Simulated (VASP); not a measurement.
TaN:

```
Ta N
1.0
     5.19100    0.00000    0.00000
    -2.59550    4.49554    0.00000
     0.00000    0.00000    2.90800
Ta N
3 3
Direct
  0.00000 0.00000 0.00000
  0.33333 0.66667 0.50000
  0.66667 0.33333 0.50000
  0.50000 0.00000 0.00000
  0.00000 0.50000 0.00000
  0.50000 0.50000 0.00000
```

Base run:

| Quantity | Value |
| --- | --- |
| Program | VASP 6.6.1 |
| Functional | LDA |
| Potentials or basis | VASP PAW LDA potentials, release 64 (Ta_sv_GW, N) |
| Cutoff | 600 eV |
| k mesh | 5 × 5 × 8 |
| Occupations | fermi-dirac, width 0.1 eV |
| Spin | no spin polarisation |

Its results: band gap on the k mesh zero (band 27 reaches 12.74 eV, above the bottom of band 28 at 10.60 eV); pressure -4.3 GPa.

Question: The run is repeated on the same cell with these changes: potentials or basis from VASP PAW LDA potentials, release 64 (Ta_sv_GW, N) to VASP PAW LDA potentials, release 64 (Ta_pv, N); cutoff from 600 eV to 520 eV; further incar settings from ALGO = Normal; EDIFF = 1e-06; NBANDS = 36 to ALGO = Normal; EDIFF = 1e-06; NBANDS = 33; valence electrons from 54 to 48. What comes out?

Answer: Band gap on the k mesh zero (band 24 reaches 8.91 eV, above the bottom of band 25 at 6.76 eV); pressure -3.6 GPa.

Caveats: spin-orbit coupling is left out, which moves the levels of the heavy elements.
